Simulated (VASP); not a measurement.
## BAs: single point with PBE

Crystal: BAs.

```xyz
2
Lattice="0.0000 2.3555 2.3555 2.3555 0.0000 2.3555 2.3555 2.3555 0.0000" Properties=species:S:1:pos:R:3 pbc="T T T"
B     0.0000    0.0000    0.0000
As    1.1778    1.1778    1.1778
```

| Item | Value |
| --- | --- |
| Program | VASP 6.6.1 |
| Task | single point |
| Functional | PBE |
| Potentials or basis | VASP PAW PBE potentials, release 64 (B, As) |
| Cutoff | 500 eV |
| k mesh | 10 × 10 × 10 |
| Occupations | gaussian, width 0.02 eV |
| Spin | no spin polarisation |

```json
{"Pressure": "10.0 GPa", "Band gap on the k mesh": "1.13 eV (least direct gap 3.33 eV)"}
```

Levels at points of the mesh, in eV from the valence-band top:
| k point | band 1 | band 2 | band 3 | band 4 | band 5 | band 6 | band 7 | band 8 | band 9 |
| --- | --- | --- | --- | --- | --- | --- | --- | --- | --- |
| (0.00, 0.00, 0.00) | -15.79 | 0.00 | 0.00 | 0.00 | 3.33 | 3.33 | 3.33 | 5.22 | 9.79 |
| (0.50, 0.00, 0.00) | -12.76 | -9.10 | -1.89 | -1.89 | 2.94 | 4.83 | 4.83 | 8.94 | 13.03 |
| (0.50, 0.50, 0.00) | -11.38 | -8.77 | -4.26 | -4.26 | 1.37 | 1.40 | 11.77 | 11.77 | 13.24 |

It used 13 s of CPU time on 1 thread of Intel(R) Xeon(R) Platinum 8259CL CPU @ 2.50GHz (Skylake/Cascade Lake), with other jobs on the host.

Caveat: the cell stands under pressure. A k mesh can miss the band edges.
